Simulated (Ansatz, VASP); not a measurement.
## Ta5O in VASP and in Ansatz

The input INCAR:

```
SYSTEM = Ta5O
PREC = Accurate ; ENCUT = 600
EDIFF = 1E-6 ; ISMEAR = 0
SIGMA = 0.1 ; LREAL = .False.
LASPH = .True. ; NELM = 100
ALGO = Normal ; ISIF = 3
LWAVE = .False. ; LCHARG = .False.
GGA = PE ; IBRION = 2
NSW = 90 ; EDIFFG = -0.04
```

File KPOINTS:

```
Automatic mesh
0
Gamma
  6 6 2
  0 0 0
```

File POSCAR:

```
Ta5O
1.0
    2.8544970800      0.0000000000      0.0000000000
    0.0000000000      2.8544970800      0.0000000000
    0.0000000000      0.0000000000     12.0915577200
Ta O
5 1
Direct
    0.5000000000      0.5000000000      0.3344822800
    0.5000000000      0.5000000000      0.6655177200
    0.0000000000      0.0000000000      0.1759868000
    0.0000000000      0.0000000000      0.8240132000
    0.0000000000      0.0000000000      0.5000000000
    0.5000000000      0.5000000000      0.0000000000
```

Input for Ansatz:

```yaml
crystal:
  lattice:
    - [2.85449708, 0.0, 0.0]
    - [0.0, 2.85449708, 0.0]
    - [0.0, 0.0, 12.09155772]
  atoms:
    - { symbol: Ta, position: [0.5, 0.5, 0.33448228] }
    - { symbol: Ta, position: [0.5, 0.5, 0.66551772] }
    - { symbol: Ta, position: [0.0, 0.0, 0.1759868] }
    - { symbol: Ta, position: [0.0, 0.0, 0.8240132] }
    - { symbol: Ta, position: [0.0, 0.0, 0.5] }
    - { symbol: O, position: [0.5, 0.5, 0.0] }
basis:
  ecutwfc: 420
kpoints:
  mp_grid: { grid: [6, 6, 2] }
hamiltonian:
  xc: pbe
scf:
  occupations: { method: gaussian, width: 0.1 }
  lower_state_search: "off"
output:
  forces: true
  stress: true
  eigenvalues: true
relax:
  adjacent_minimum: "off"
  f_tol: 0.04
  max_steps: 70
  cell: { stress_tol: 0.4 }
```

Change from the starting cell: species swapped into the Hf5Pb type (P4/mmm, No. 123).

Alike in both runs: task relaxation of cell and atoms; functional PBE; k mesh 6 × 6 × 2; occupations gaussian, width 0.1 eV; no spin polarisation.

|  | VASP | Ansatz |
| --- | --- | --- |
| version | VASP 6.6.1 | Ansatz 0.2.0 |
| potentials or method | VASP PAW PBE potentials, release 64 (Ta_pv, O), cutoff 600 eV | scalar-relativistic, plane waves, PAW |
| valence electrons in the cell | 61 | 71 |

Ansatz gave:

```
gap on the k mesh at the Fermi level, each at its own relaxed structure (eV)  : none
relaxed volume (Å³/atom)                                                      : 16.12
relaxed length of the cell vector where the two differ most in proportion (Å) : 2.781
```

Q: Which values does VASP return?

A: gap on the k mesh at the Fermi level, each at its own relaxed structure (eV): none; relaxed volume (Å³/atom): 16.13; relaxed length of the cell vector where the two differ most in proportion (Å): 2.782.

A gap of «none» marks a metal or a gap that the smearing closes. VASP's potentials hold 61 valence electrons a cell and Ansatz's 71, so a difference there can come from the potentials and not from the codes.

The k mesh is coarse, so the values compare programs but aren't converged. Spin-orbit coupling is off throughout.
